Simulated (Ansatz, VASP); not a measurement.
## IrC in VASP and in Ansatz

```
CELL_PARAMETERS angstrom
0.00000 2.03182 2.03182
2.03182 0.00000 2.03182
2.03182 2.03182 0.00000
ATOMIC_POSITIONS crystal
Ir 0.00000 0.00000 0.00000
C 0.25000 0.25000 0.25000
```

Change from the starting cell: volume scaled by 0.68, LAPW.

Alike in both runs: task single point; functional PBE; k mesh 16 × 16 × 16; occupations fermi-dirac, width 0.08 eV; no spin polarisation.

|  | VASP | Ansatz |
| --- | --- | --- |
| version | VASP 6.6.1 | Ansatz 0.2.0 |
| potentials or method | VASP PAW PBE potentials, release 64 (Ir, C), cutoff 520 eV | all-electron LAPW, scalar-relativistic |

VASP gave:

* pressure (GPa): 257.9

Task: Which values does Ansatz return?

Result: Pressure (GPa): 246.6.

Both programs put the cell under a high pressure, so it lies far from rest at this level. Ansatz ran all-electron here, and VASP with PAW potentials.

Spin-orbit coupling is off throughout. Noted on VASP's run: the cell as given lies far from equilibrium.
